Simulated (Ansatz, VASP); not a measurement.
## Two plane-wave programs on RbBr

File INCAR:

```
SYSTEM = RbBr
  ALGO = Normal
  EDIFF = 1E-6
  ENCUT = 500
  GGA = PS
  GGA_COMPAT = .FALSE.
  ISIF = 2
  ISMEAR = 0
  LASPH = .TRUE.
  LCHARG = .TRUE.
  LELF = .TRUE.
  LREAL = .FALSE.
  LVHAR = .TRUE.
  LWAVE = .FALSE.
  NBANDS = 15
  NELM = 120
  PREC = Accurate
  SIGMA = 0.01
```

The input KPOINTS:

```
k-points
0
G
  4 4 4
  0 0 0
```

Contents of POSCAR:

```
RbBr
1.0
    0.0000000000      3.4608261073      3.4608261073
    3.4608261073      0.0000000000      3.4608261073
    3.4608261073      3.4608261073      0.0000000000
Rb Br
1 1
Direct
    0.0000000000      0.0000000000      0.0000000000
    0.5000000000      0.5000000000      0.5000000000
```

Input for Ansatz:

```yaml
crystal:
  lattice:
    - [0.0, 3.4608261073, 3.4608261073]
    - [3.4608261073, 0.0, 3.4608261073]
    - [3.4608261073, 3.4608261073, 0.0]
  atoms:
    - { symbol: Rb, position: [0.0, 0.0, 0.0] }
    - { symbol: Br, position: [0.5, 0.5, 0.5] }
kpoints:
  mp_grid: { grid: [4, 4, 4] }
hamiltonian:
  xc: pbesol
scf:
  occupations: { method: fixed }
  n_extra_bands: 4
output:
  forces: true
  stress: true
  eigenvalues: true
```

Alike in both runs: task single point; functional PBEsol; k mesh 4 × 4 × 4; no spin polarisation.

```csv
,VASP,Ansatz
version,VASP 6.6.1,Ansatz 0.2.0
potentials or method,"VASP PAW PBE potentials, release 64 (Rb_sv, Br)",plane waves
plane-wave cutoff (eV),500,420
occupations,"gaussian, width 0.01 eV",fixed
valence electrons in the cell,16,16
```

```csv
,VASP,Ansatz,Ansatz less VASP
gap on the k mesh at the Fermi level (eV),4.15,4.15,+0.002
pressure (GPa),-0.4,-0.4,-0.02
```

VASP's potentials were made for PBE, not for PBEsol.
